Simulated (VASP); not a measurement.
# Ni (Fmmm) in VASP: a series of runs

Runs on Ni. Level: LDA. Tasks: single point.

Program: VASP 6.6.1. These are calculated values, not measurements. Logs are shortened: lines on timing, memory, paths and dates and some standing lists are left out, and cuts for length are marked.

### Step 1. The cell of the first run

The typed cell holds 1 atom: a = 2.394 Å, b = 2.394 Å, c = 2.399 Å, α = 109.47°, β = 109.47°, γ = 109.38°.

This isn't the form of Ni at room conditions, which is fcc.

### Step 2. Single point, LDA, collinear spin, ferromagnetic start

Input file INCAR:

```
PREC = Accurate ; ENCUT = 520
EDIFF = 1E-6 ; ISMEAR = -1
SIGMA = 0.05 ; LREAL = F
LASPH = T ; NELM = 150
ALGO = Normal ; ISIF = 2
LWAVE = F ; LCHARG = F
ISPIN = 2 ; MAGMOM = 1
LORBIT = 11 ; LMAXMIX = 4
NBANDS = 15
```

Input file KPOINTS:

```
regular mesh
0
Gamma
  17 17 17
```

Input file POSCAR:

```
Ni
1.0
   -1.3814088083      1.3814088083      1.3837150000
    1.3814088083     -1.3814088083      1.3837150000
    1.3860211917      1.3860211917     -1.3837150000
Ni
1
Direct
    0.0000000000      0.0000000000      0.0000000000
```

Potentials or basis: VASP PAW LDA potentials, release 64 (Ni).

Launch:

```sh
> cat potpaw_LDA.64/Ni/POTCAR > POTCAR
> mpirun -np 1 vasp_std > vasp.out
```

OUTCAR:

```text
PREC = Accurate
   ENCUT = 520
   EDIFF = 1E-6
   ISMEAR = -1
   LREAL = F
   LASPH = T
   NELM = 150
   ISIF = 2
   ISPIN = 2
   LORBIT = 11

 ion  position               nearest neighbor table
   1  0.000  0.000  0.000-

  LATTYP: Found a face centered orthorhombic cell.
 ALAT       =     2.7674300000
 B/A-ratio  =     1.4118565397
 C/A-ratio  =     1.4165705850

  Lattice vectors:

 A1 = (   2.7674300000,   0.0046123834,   0.0000000000)
 A2 = (   1.3860211917,   1.3860211917,   1.3837150000)
 A3 = (   1.3814088083,  -1.3814088083,   1.3837150000)

Analysis of symmetry for initial positions (statically):
=====================================================================
 Subroutine PRICEL returns:
 Original cell was already a primitive cell.

 Routine SETGRP: Setting up the symmetry group for a
 face centered orthorhombic supercell.

 Subroutine GETGRP returns: Found  8 space group operations
 (whereof  8 operations were pure point group operations)
 out of a pool of  8 trial point group operations.

The static configuration has the point symmetry D_2h.

Analysis of symmetry for dynamics (positions and initial velocities):
=====================================================================
 Subroutine PRICEL returns:
 Original cell was already a primitive cell.

 Routine SETGRP: Setting up the symmetry group for a
 face centered orthorhombic supercell.

 Subroutine GETGRP returns: Found  8 space group operations
 (whereof  8 operations were pure point group operations)
 out of a pool of  8 trial point group operations.

The dynamic configuration has the point symmetry D_2h.

Analysis of structural, dynamic, and magnetic symmetry:
=====================================================================
 Subroutine PRICEL returns:
 Original cell was already a primitive cell.

 Routine SETGRP: Setting up the symmetry group for a
 face centered orthorhombic supercell.

 Subroutine GETGRP returns: Found  8 space group operations
 (whereof  8 operations were pure point group operations)
 out of a pool of  8 trial point group operations.

The overall configuration has the point symmetry D_2h.

 Subroutine INISYM returns: Found  8 space group operations
 (whereof  8 operations are pure point group operations),
 and found     1 'primitive' translations

----------------------------------------------------------------------------------------

                                     Primitive cell

  volume of cell :      10.5974

  direct lattice vectors                    reciprocal lattice vectors
    -1.381408808  1.381408808  1.383715000    -0.000602245  0.361347090  0.361346086
     1.381408808 -1.381408808  1.383715000     0.361347090 -0.000602245  0.361346086
     1.386021192  1.386021192 -1.383715000     0.360744845  0.360744845  0.000000000

  length of vectors
     2.394002463  2.394002463  2.399328383     0.511021601  0.511021601  0.510170252
[... 123 lines left out ...]
  free energy    TOTEN  =        -6.46782709 eV

  energy without entropy =       -6.45227921  energy(sigma->0) =       -6.46005315

 E-fermi :   9.2745     XC(G=0): -13.7650

 val. band max:        9.2717717227   @ k =  -0.2353  -0.4706   0.1765
 cond. band min:       9.2771554220   @ k =  -0.2353   0.2353   0.4706
 fundamental gap:      0.0053836993
 Fermi energy:         9.2744562908

 spin component 1

 k-point     1 :       0.0000    0.0000    0.0000
  band No.  band energies     occupation
      1       0.2471      1.00000
      2       7.0348      1.00000
      3       7.0493      1.00000
      4       7.0639      1.00000
      5       8.5074      1.00000
      6       8.5075      1.00000
      7      36.0220      0.00000
      8      36.0721      0.00000
      9      36.1209      0.00000
     10      41.1599      0.00000
     11      41.1648      0.00000
     12      42.0932      0.00000
     13      42.1653      0.00000
     14      42.2392      0.00000
[... 403 lines left out ...]
      4       7.2526      1.00000
      5       8.4062      1.00000
      6       8.5188      1.00000
      7      33.4259      0.00000
      8      34.3091      0.00000
      9      36.1307      0.00000
     10      37.9108      0.00000
     11      39.3611      0.00000
     12      40.3687      0.00000
     13      42.8802      0.00000
     14      43.2098      0.00000
     15      46.2945      0.00000

 [... further k-points ...]

 spin component 2

 k-point     1 :       0.0000    0.0000    0.0000
  band No.  band energies     occupation
      1       0.2829      1.00000
      2       7.4608      1.00000
      3       7.4757      1.00000
      4       7.4908      1.00000
      5       8.8626      0.99974
      6       8.8627      0.99973
      7      36.0180      0.00000
      8      36.0682      0.00000
      9      36.1171      0.00000
     10      41.1799      0.00000
     11      41.1844      0.00000
     12      42.2178      0.00000
     13      42.2898      0.00000
     14      42.3636      0.00000
[... 403 lines left out ...]
      4       7.6827      1.00000
      5       8.7586      0.99997
      6       8.8747      0.99966
      7      33.4633      0.00000
      8      34.3490      0.00000
      9      36.1378      0.00000
     10      38.0368      0.00000
     11      39.4160      0.00000
     12      40.4711      0.00000
     13      42.9238      0.00000
     14      43.3248      0.00000
     15      46.3895      0.00000

 [... further k-points ...]

------------------------ aborting loop because EDIFF is reached ----------------------------------------

  FORCE on cell =-STRESS in cart. coord.  units (eV):
  Direction    XX          YY          ZZ          XY          YZ          ZX
  --------------------------------------------------------------------------------------
  -------------------------------------------------------------------------------------
  Total       -0.7197707     -0.7197707     -0.7196651     -0.0329323     -0.0000000     -0.0000000
  in kB     -108.8193281   -108.8193281   -108.8033545     -4.9788996     -0.0000000     -0.0000000
  external PRESSURE =    -108.8140036 kB  Pullay stress =       0.0000000 kB

 VOLUME and BASIS-vectors are now :
 -----------------------------------------------------------------------------
  energy-cutoff  :      520.00
  volume of cell :       10.60
      direct lattice vectors                 reciprocal lattice vectors
    -1.381408808  1.381408808  1.383715000    -0.000602245  0.361347090  0.361346086
     1.381408808 -1.381408808  1.383715000     0.361347090 -0.000602245  0.361346086
     1.386021192  1.386021192 -1.383715000     0.360744845  0.360744845  0.000000000

 POSITION                                       TOTAL-FORCE (eV/Angst)
 -----------------------------------------------------------------------------------
      0.00000      0.00000      0.00000        -0.000000      0.000000      0.000000
 -----------------------------------------------------------------------------------
    total drift:                                0.000000      0.000000      0.000000

  FREE ENERGIE OF THE ION-ELECTRON SYSTEM (eV)
  ---------------------------------------------------
  free  energy   TOTEN  =        -6.4678270874 eV

  energy  without entropy=       -6.4522792139  energy(sigma->0) =       -6.46005315

 total charge

# of ion       s       p       d       tot
------------------------------------------
    1        0.503   0.509   8.360   9.373

 magnetization (x)

# of ion       s       p       d       tot
------------------------------------------
    1       -0.003  -0.010   0.421   0.408
```

OSZICAR:

```text
N       E                     dE             d eps       ncg     rms          rms(c)
DAV:   1     0.322758841477E+02    0.32276E+02   -0.41969E+03 46550   0.870E+02
DAV:   2    -0.606533764542E+01   -0.38341E+02   -0.35660E+02 49550   0.164E+02
DAV:   3    -0.749670125324E+01   -0.14314E+01   -0.14138E+01 54039   0.309E+01
DAV:   4    -0.750506171732E+01   -0.83605E-02   -0.83587E-02 53153   0.226E+00
DAV:   5    -0.750515390902E+01   -0.92192E-04   -0.92192E-04 55099   0.214E-01    0.102E+01
DAV:   6    -0.679367892800E+01    0.71147E+00   -0.12714E+01 63165   0.400E+01    0.566E+00
DAV:   7    -0.648865832984E+01    0.30502E+00   -0.22320E+00 58874   0.151E+01    0.197E+00
DAV:   8    -0.647049078623E+01    0.18168E-01   -0.33565E-02 58252   0.122E+00    0.838E-01
DAV:   9    -0.646833874077E+01    0.21520E-02   -0.10169E-03 70904   0.188E-01    0.226E-01
DAV:  10    -0.646783532212E+01    0.50342E-03   -0.25840E-04 70822   0.921E-02    0.426E-02
DAV:  11    -0.646782442659E+01    0.10896E-04   -0.35920E-05 60225   0.389E-02    0.265E-02
DAV:  12    -0.646782711975E+01   -0.26932E-05   -0.45072E-06 48705   0.127E-02    0.605E-03
DAV:  13    -0.646782708743E+01    0.32320E-07   -0.14999E-07 34393   0.392E-03
   1 F= -.64678271E+01 E0= -.64600532E+01  d E =-.155479E-01  mag=     0.4072
```

Wall time 5.1 min (1 thread of Intel Xeon 8259CL, shared host); peak memory 0.27 GiB.

What came out:

```
Free energy                                           : -6.4678 eV
Pressure                                              : -10.9 GPa
Net moment                                            : 0.41 μB per cell
Site moments                                          : Ni +0.41 μB
Valence electrons inside the program's atomic spheres : Ni 9.37
```

Caveat: the cell stands under tension.

(Part 1 of 2 ends here.)
